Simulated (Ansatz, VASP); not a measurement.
# SnO2 in VASP and in Ansatz

Contents of INCAR:

```
ALGO = Normal
EDIFF = 1E-6
EDIFFG = -0.005
ENCUT = 600
GGA = PE
IBRION = 2
ISIF = 3
ISMEAR = 0
LASPH = True
LCHARG = False
LREAL = False
LWAVE = False
NELM = 100
NSW = 100
PREC = Accurate
SIGMA = 0.02
```

The input KPOINTS:

```
k-points
0
Gamma
  10 10 10
```

Contents of POSCAR:

```
SnO2
1.0
   -2.0000686112      2.0000686112      5.1236788559
    2.0000686112     -2.0000686112      5.1236788559
    2.0000686112      2.0000686112     -5.1236788559
Sn O
2 4
Direct
    0.7500000000      0.2500000000      0.5000000000
    0.0000000000      0.0000000000      0.0000000000
    0.7965225900      0.7965225900      0.0000000000
    0.9534774100      0.4534774100      0.5000000000
    0.2034774100      0.2034774100      0.0000000000
    0.5465225900      0.0465225900      0.5000000000
```

Input for Ansatz:

```yaml
crystal:
  lattice:
    - [-2.0000686112, 2.0000686112, 5.1236788559]
    - [2.0000686112, -2.0000686112, 5.1236788559]
    - [2.0000686112, 2.0000686112, -5.1236788559]
  atoms:
    - { symbol: Sn, position: [0.75, 0.25, 0.5] }
    - { symbol: Sn, position: [0.0, 0.0, 0.0] }
    - { symbol: O, position: [0.79652259, 0.79652259, 0.0] }
    - { symbol: O, position: [0.95347741, 0.45347741, 0.5] }
    - { symbol: O, position: [0.20347741, 0.20347741, 0.0] }
    - { symbol: O, position: [0.54652259, 0.04652259, 0.5] }
basis:
  ecutwfc: 420
kpoints:
  mp_grid: { grid: [10, 10, 10] }
hamiltonian:
  xc: pbe
scf:
  occupations: { method: gaussian, width: 0.02 }
output:
  forces: true
  stress: true
  eigenvalues: true
  write_density: true
  write_potential: true
  elf: true
  volumetric_format: npy
relax:
  adjacent_minimum: "off"
  f_tol: 0.005
  max_steps: 80
  cell: { stress_tol: 0.05 }
```

Alike in both runs: task relaxation of cell and atoms; functional PBE; k mesh 10 × 10 × 10; occupations gaussian, width 0.02 eV; no spin polarisation.

|  | VASP | Ansatz |
| --- | --- | --- |
| version | VASP 6.6.1 | Ansatz 0.2.0 |
| potentials or method | VASP PAW PBE potentials, release 64 (Sn_d, O), cutoff 600 eV | scalar-relativistic, plane waves, PAW |
| valence electrons in the cell | 52 | 52 |

```csv
,VASP,Ansatz,Ansatz less VASP
"gap on the k mesh at the Fermi level, each at its own relaxed structure (eV)",1.28,1.32,+0.043
relaxed volume (Å³/atom),14.22,14.18,-0.036
relaxed cell length with the largest relative difference (Å),5.926,5.921,-0.0056
```
